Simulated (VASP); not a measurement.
Here is a VASP 6.6.1 calculation.

INCAR

```
SYSTEM = Ba3AlP
PREC = Accurate ; ENCUT = 600
EDIFF = 1E-7 ; ISMEAR = 0
SIGMA = 0.1 ; LREAL = .False.
LASPH = .True. ; NELM = 80
ALGO = Normal ; ISIF = 3
LWAVE = .False. ; LCHARG = .False.
GGA = PE ; IBRION = 2
NSW = 100 ; EDIFFG = -0.01
```

File KPOINTS:

```
Automatic mesh
0
Gamma
  6 6 6
  0 0 0
```

File POSCAR:

```
Ba3AlP
1.0
    6.1460143426      0.0000000000      0.0000000000
    0.0000000000      6.1460143426      0.0000000000
    0.0000000000      0.0000000000      6.1460143426
Ba Al P
3 1 1
Direct
    0.5000000000      0.5000000000      0.0000000000
    0.5000000000      0.0000000000      0.5000000000
    0.0000000000      0.5000000000      0.5000000000
    0.0000000000      0.0000000000      0.0000000000
    0.5000000000      0.5000000000      0.5000000000
```

Potentials or basis: VASP PAW PBE potentials, release 64 (Ba_sv, Al, P).

The run is started by

```bash
$ cat potpaw_PBE.64/Ba_sv/POTCAR potpaw_PBE.64/Al/POTCAR potpaw_PBE.64/P/POTCAR > POTCAR
$ mpirun -np 1 vasp_std > vasp.out
```

Task: Predict the band gap on the k mesh.

Result: Zero (bands 19 and 20 overlap by 0.44 eV).

Task: Predict the space group after relaxing (to 0.1 Å).

Result: Pm-3m (No. 221).

Task: Estimate the relaxed volume.

Result: 47.67 Å³/atom.

The path:
```csv
step,energy change (eV),largest force (eV/Å),pressure (GPa),volume (Å³)
1,0.0000,0.0000,0.63,232.16
2,-0.0125,0.0000,0.03,238.33
```

Caveat: spin-orbit coupling is left out, which moves the levels of the heavy elements.
